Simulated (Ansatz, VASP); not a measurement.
**One calculation of AgRh2, two programs**

```xyz
3
Lattice="4.4308 0.0000 0.0000 -2.2154 3.8372 0.0000 0.0000 0.0000 2.7463" Properties=species:S:1:pos:R:3 pbc="T T T"
Ag    0.0000    0.0000    0.0000
Rh    0.0000    2.5581    1.3731
Rh    2.2154    1.2791    1.3731
```

Alike in both runs: functional PBE; k mesh 6 × 6 × 6; occupations gaussian, width 0.1 eV; no spin polarisation.

Ansatz relaxed the structure, and its values are those at the end. VASP's run is a single point on that final structure, the one shown.

```csv
,VASP,Ansatz
version,VASP 6.6.1,Ansatz 0.2.0
potentials or method,"VASP PAW PBE potentials, release 64 (Ag, Rh_pv), cutoff 520 eV","scalar-relativistic, plane waves, PAW"
valence electrons in the cell,41,53
```

|  | VASP | Ansatz | Ansatz less VASP |
| --- | --- | --- | --- |
| gap on the k mesh at the Fermi level (eV) | none | none | - |
| pressure (GPa) | 0.0 | 0.0 | +0.06 |

A gap of «none» marks a metal or a gap that the smearing closes. VASP's potentials hold 41 valence electrons a cell and Ansatz's 53, so a difference there can come from the potentials and not from the codes.

The k mesh is coarse, so the values compare programs but aren't converged.
